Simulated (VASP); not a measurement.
# NaF (Fm-3m) in VASP: further runs

The runs below take NaF through single point, relaxation of cell and atoms, with PBE.

All numbers are computed with VASP 6.6.1; they aren't measurements. Logs are shortened: lines on timing, memory, paths and dates and some standing lists are left out, and cuts for length are marked.

**1. The cell of the first run**

It takes space group Fm-3m (No. 225, cubic). Conventional cell: a = 4.700 Å, b = 4.700 Å, c = 4.700 Å, α = 90.00°, β = 90.00°, γ = 90.00°. Na (site symmetry m-3m) has 6 F at 2.35 Å within 3.1 Å. Within 3.1 Å of F (site symmetry m-3m) lie 6 Na at 2.35 Å.

**2. Single point, PBE**

Input file INCAR:

```
PREC = Accurate
ENCUT = 520
EDIFF = 1E-7
ISMEAR = 0
SIGMA = 0.02
LREAL = F
LASPH = T
NELM = 60
ALGO = Normal
ISIF = 2
LWAVE = F
LCHARG = F
GGA = PE
NBANDS = 14
```

Input file KPOINTS:

```
regular mesh
0
Gamma
  8 8 8
```

Input file POSCAR:

```
NaF
1.0
    0.0000000000      2.3499911814      2.3499911814
    2.3499911814      0.0000000000      2.3499911814
    2.3499911814      2.3499911814      0.0000000000
Na F
1 1
Direct
    0.0000000000      0.0000000000      0.0000000000
    0.5000000000      0.5000000000      0.5000000000
```

Potentials or basis: VASP PAW PBE potentials, release 64 (Na_pv, F).

Run with:

```sh
cat potpaw_PBE.64/Na_pv/POTCAR potpaw_PBE.64/F/POTCAR > POTCAR
mpirun -np 1 vasp_std > vasp.out
```

OUTCAR:

```text
PREC = Accurate
   ENCUT = 520
   EDIFF = 1E-7
   ISMEAR = 0
   LREAL = F
   LASPH = T
   NELM = 60
   ISIF = 2
   GGA = PE

 ion  position               nearest neighbor table
   1  0.000  0.000  0.000-
   2  0.500  0.500  0.500-

  LATTYP: Found a face centered cubic cell.
 ALAT       =     4.6999823628

  Lattice vectors:

 A1 = (   0.0000000000,   2.3499911814,   2.3499911814)
 A2 = (   2.3499911814,   0.0000000000,   2.3499911814)
 A3 = (   2.3499911814,   2.3499911814,   0.0000000000)

Analysis of symmetry for initial positions (statically):
=====================================================================
 Subroutine PRICEL returns:
 Original cell was already a primitive cell.

 Routine SETGRP: Setting up the symmetry group for a
 face centered cubic supercell.

 Subroutine GETGRP returns: Found 48 space group operations
 (whereof 48 operations were pure point group operations)
 out of a pool of 48 trial point group operations.

The static configuration has the point symmetry O_h .

Analysis of symmetry for dynamics (positions and initial velocities):
=====================================================================
 Subroutine PRICEL returns:
 Original cell was already a primitive cell.

 Routine SETGRP: Setting up the symmetry group for a
 face centered cubic supercell.

 Subroutine GETGRP returns: Found 48 space group operations
 (whereof 48 operations were pure point group operations)
 out of a pool of 48 trial point group operations.

The dynamic configuration has the point symmetry O_h .

 Subroutine INISYM returns: Found 48 space group operations
 (whereof 48 operations are pure point group operations),
 and found     1 'primitive' translations

----------------------------------------------------------------------------------------

                                     Primitive cell

  volume of cell :      25.9555

  direct lattice vectors                    reciprocal lattice vectors
     0.000000000  2.349991181  2.349991181    -0.212766756  0.212766756  0.212766756
     2.349991181  0.000000000  2.349991181     0.212766756 -0.212766756  0.212766756
     2.349991181  2.349991181  0.000000000     0.212766756  0.212766756 -0.212766756

  length of vectors
     3.323389400  3.323389400  3.323389400     0.368522831  0.368522831  0.368522831

  position of ions in fractional coordinates (direct lattice)
     0.000000000  0.000000000  0.000000000
     0.500000000  0.500000000  0.500000000
[... 81 lines left out ...]
   IBRION =     -1    ionic relax: 0-MD 1-quasi-New 2-CG
   NFREE  =      0    steps in history (QN), initial steepest desc. (CG)
   ISIF   =      2    stress and relaxation
   ISYM   =      2    0-nonsym 1-usesym 2-fastsym
   POTIM  = 0.5000    time-step for ionic-motion
   TEBEG  =    0.0;   TEEND  =   0.0 temperature during run
   PSTRESS=    0.0 pullay stress
   NELECT =      14.0000    total number of electrons
   NUPDOWN=      -1.0000    fix difference up-down
   EMIN   =  10.00;   EMAX   =-10.00  energy-range for DOS
   EFERMI =   0.00;   METHOD = LEGACY
   ISMEAR =     0;   SIGMA  =   0.02  broadening in eV -4-tet -1-fermi 0-gaus
   EFERMI_NEDOS =   21; number of points for ismear=-14 and -15
   IALGO  =     38    algorithm
   IMIX   =      4    mixing-type and parameters
     AMIX     =   0.40;   BMIX     =  1.00
     AMIX_MAG =   1.60;   BMIX_MAG =  1.00
  volume/ion in A,a.u.               =      12.98        87.58
  Fermi-wavevector in a.u.,A,eV,Ry     =   1.332625  2.518296 24.162441  1.775889
  Thomas-Fermi vector in A             =   2.461545
   LORBIT       =      0    0 simple, 1 ext, 2 COOP (PROOUT), +10 PAW based schemes
   GGA     = PE    functional components
   LHFCALC =     F    Hartree Fock is set to
   AEXX    =    0.0000 exact exchange contribution
   IVDW    =     0    specifies the selected vdW correction
   LEPSILON=     F    determine dielectric tensor
   LRPA    =     F    only Hartree local field effects (RPA)
 non-spin polarized calculation
 Gauss-broadening in eV      SIGMA  =   0.02
  energy-cutoff  :      520.00
  volume of cell :       25.96
 maximum number of plane-waves:       725
 NGX is ok and might be reduce to    28
   NGX = 13   NGY = 13   NGZ = 13

 number of electron      14.0000002 magnetization

 Free energy of the ion-electron system (eV)
  ---------------------------------------------------
  ext. energy  EPLUGINS =         0.00000000
  ---------------------------------------------------
  free energy    TOTEN  =        -8.56945097 eV

  energy without entropy =       -8.56945097  energy(sigma->0) =       -8.56945097

 E-fermi :  -2.0875     XC(G=0):  -8.9545

 val. band max:       -2.2625703143   @ k =   0.0000   0.0000   0.0000
 cond. band min:       3.8133671323   @ k =   0.0000   0.0000   0.0000
 fundamental gap:      6.0759374466
 Fermi energy:        -2.0875484223

 k-point     1 :       0.0000    0.0000    0.0000
  band No.  band energies     occupation
      1     -21.3681      2.00000
      2     -21.3383      2.00000
      3     -21.3382      2.00000
      4     -21.3382      2.00000
      5      -2.2626      2.00000
      6      -2.2626      2.00000
      7      -2.2626      2.00000
      8       3.8134      0.00000
      9      16.4096      0.00000
     10      16.4096      0.00000
     11      16.4096      0.00000
     12      19.1874      0.00000
     13      21.3152      0.00000
     14      21.3152      0.00000
[... 377 lines left out ...]
      1     -21.8952      2.00000
      2     -21.3852      2.00000
      3     -21.3650      2.00000
      4     -20.6638      2.00000
      5      -3.4974      2.00000
      6      -2.8051      2.00000
      7      -2.5760      2.00000
      8       9.2460      0.00000
      9      10.1142      0.00000
     10      14.4163      0.00000
     11      16.2195      0.00000
     12      19.4187      0.00000
     13      20.4436      0.00000
     14      25.0573      0.00000

 [... further k-points ...]
[... 5 lines left out ...]
  --------------------------------------------------------------------------------------
  -------------------------------------------------------------------------------------
  Total       -0.0166434     -0.0166434     -0.0166434      0.0000000      0.0000000      0.0000000
  in kB       -1.0273636     -1.0273636     -1.0273636      0.0000000      0.0000000      0.0000000
  external PRESSURE =      -1.0273636 kB  Pullay stress =       0.0000000 kB

 VOLUME and BASIS-vectors are now :
 -----------------------------------------------------------------------------
  energy-cutoff  :      520.00
  volume of cell :       25.96
      direct lattice vectors                 reciprocal lattice vectors
     0.000000000  2.349991181  2.349991181    -0.212766756  0.212766756  0.212766756
     2.349991181  0.000000000  2.349991181     0.212766756 -0.212766756  0.212766756
     2.349991181  2.349991181  0.000000000     0.212766756  0.212766756 -0.212766756

 POSITION                                       TOTAL-FORCE (eV/Angst)
 -----------------------------------------------------------------------------------
      0.00000      0.00000      0.00000         0.000000      0.000000     -0.000000
      2.34999      2.34999      2.34999         0.000000     -0.000000      0.000000
 -----------------------------------------------------------------------------------
    total drift:                                0.000000      0.000000      0.000000

  FREE ENERGIE OF THE ION-ELECTRON SYSTEM (eV)
  ---------------------------------------------------
  free  energy   TOTEN  =        -8.5694509749 eV

  energy  without entropy=       -8.5694509749  energy(sigma->0) =       -8.56945097
```

OSZICAR:

```text
N       E                     dE             d eps       ncg     rms          rms(c)
DAV:   1     0.113552613718E+03    0.11355E+03   -0.78262E+03   812   0.124E+03
DAV:   2    -0.363976388592E+01   -0.11719E+03   -0.10822E+03   896   0.342E+02
DAV:   3    -0.942239743868E+01   -0.57826E+01   -0.57718E+01  1016   0.703E+01
DAV:   4    -0.947279106918E+01   -0.50394E-01   -0.50391E-01   908   0.688E+00
DAV:   5    -0.947331955558E+01   -0.52849E-03   -0.52848E-03   998   0.701E-01    0.542E+00
DAV:   6    -0.857839364265E+01    0.89493E+00   -0.31611E+00   990   0.145E+01    0.186E+00
DAV:   7    -0.856740145592E+01    0.10992E-01   -0.29708E-02   836   0.204E+00    0.106E+00
DAV:   8    -0.856884585198E+01   -0.14444E-02   -0.30600E-02   890   0.358E+00    0.154E-01
DAV:   9    -0.856960247513E+01   -0.75662E-03   -0.45491E-03   938   0.611E-01    0.138E-01
DAV:  10    -0.856945186828E+01    0.15061E-03   -0.94176E-04   896   0.326E-01    0.135E-02
DAV:  11    -0.856945075568E+01    0.11126E-05   -0.32545E-05   962   0.862E-02    0.396E-03
DAV:  12    -0.856945121593E+01   -0.46026E-06   -0.17312E-06   878   0.168E-02    0.212E-03
DAV:  13    -0.856945102524E+01    0.19069E-06   -0.42375E-07   908   0.558E-03    0.731E-04
DAV:  14    -0.856945097491E+01    0.50327E-07   -0.37391E-08   580   0.262E-03
   1 F= -.85694510E+01 E0= -.85694510E+01  d E =-.363933E-37
```

Wall time 6 s (1 thread of Intel Xeon 6975P-C (Granite Rapids), shared host); peak memory 0.14 GiB.

Results:

```yaml
Free_energy: -8.5695 eV
Pressure: -0.1 GPa
Band_gap_on_the_k_mesh: 6.08 eV, direct
```

Levels at points of the mesh, in eV from the valence-band top:
| k point | band 3 | band 4 | band 5 | band 6 | band 7 | band 8 | band 9 | band 10 | band 11 | band 12 |
| --- | --- | --- | --- | --- | --- | --- | --- | --- | --- | --- |
| (0.00, 0.00, 0.00) | -19.08 | -19.08 | 0.00 | 0.00 | 0.00 | 6.08 | 18.67 | 18.67 | 18.67 | 21.45 |
| (0.50, 0.00, 0.00) | -19.09 | -18.28 | -1.50 | -0.23 | -0.23 | 10.52 | 12.11 | 19.65 | 19.65 | 22.41 |
| (0.50, 0.50, 0.00) | -19.12 | -18.88 | -1.21 | -0.38 | -0.38 | 12.81 | 13.16 | 13.19 | 19.22 | 19.22 |

**3. Single point, PBE**

Input file INCAR:

```
SYSTEM = NaF
  PREC = Accurate
  ENCUT = 520
  EDIFF = 1E-6
  ISMEAR = 0
  SIGMA = 0.02
  LREAL = .False.
  LASPH = .True.
  NELM = 80
  ALGO = Normal
  ISIF = 2
  LWAVE = .False.
  LCHARG = .False.
  GGA = PE
  NBANDS = 14
```

Input file KPOINTS:

```
Automatic mesh
0
Gamma
  8 8 8
  0 0 0
```

POSCAR is that of step 2.

Potentials or basis: VASP PAW PBE potentials, release 64 (Na_pv, F).

Run with:

```sh
cat potpaw_PBE.64/Na_pv/POTCAR potpaw_PBE.64/F/POTCAR > POTCAR
mpirun -np 1 vasp_std > vasp.out
```

It took 5.3 s on 1 thread of Intel Xeon 6975P-C (Granite Rapids), shared host; peak memory 0.15 GiB.

Results (log left out):

| Property | Result |
| --- | --- |
| Free energy | -8.5695 eV |
| Pressure | -0.1 GPa |
| Band gap on the k mesh | 6.08 eV, direct |

Levels at points of the mesh, in eV from the valence-band top:
```
           k point  band 5  band 6  band 7  band 8  band 9  band 10
(0.00, 0.00, 0.00)    0.00    0.00    0.00    6.08   18.67    18.67
(0.50, 0.00, 0.00)   -1.50   -0.23   -0.23   10.52   12.11    19.65
(0.50, 0.50, 0.00)   -1.21   -0.38   -0.38   12.81   13.16    13.19
```

A hybrid or GW would open this gap; PBE tends to underestimate it.

(Continued in part 2 of 2.)
